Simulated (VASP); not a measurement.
Bi:

```
Bi
1.0
    -1.98143    1.98143    1.98143
     1.98143   -1.98143    1.98143
     1.98143    1.98143   -1.98143
Bi
1
Direct
  0.00000 0.00000 0.00000
```

* Program: VASP 6.6.1
* Task: relaxation of cell and atoms
* Functional: RPBE
* Dispersion: D4
* Potentials or basis: VASP PAW PBE potentials, release 64 (Bi_d)
* Cutoff: 600 eV
* k mesh: 9 × 9 × 9
* Occupations: fermi-dirac, width 0.05 eV
* Spin: no spin polarisation

At the start: pressure -2.2 GPa; volume 31.12 Å³/atom.

Problem. Where does the relaxation end?

Solution. Over 3 steps the energy falls by 8.4 meV/atom and the volume is 29.91 Å³/atom (-3.9 %); space group Im-3m (No. 229, to 0.05 Å).

Step by step:
| step | energy change (eV) | largest force (eV/Å) | pressure (GPa) | volume (Å³) |
| --- | --- | --- | --- | --- |
| 1 | 0.0000 | 0.0000 | -2.17 | 31.12 |
| 2 | -0.0057 | 0.0000 | 1.34 | 29.25 |
| 3 | -0.0084 | 0.0000 | 0.03 | 29.91 |

Final structure:
```xyz
1
Lattice="-1.9555 1.9555 1.9555 1.9555 -1.9555 1.9555 1.9555 1.9555 -1.9555" Properties=species:S:1:pos:R:3 pbc="T T T"
Bi    0.0000    0.0000    0.0000
```

Caveat: the PAW data sets were made with another functional, which shifts forces and pressure a little; pairwise dispersion overbinds metals, which lowers pressure and volume.
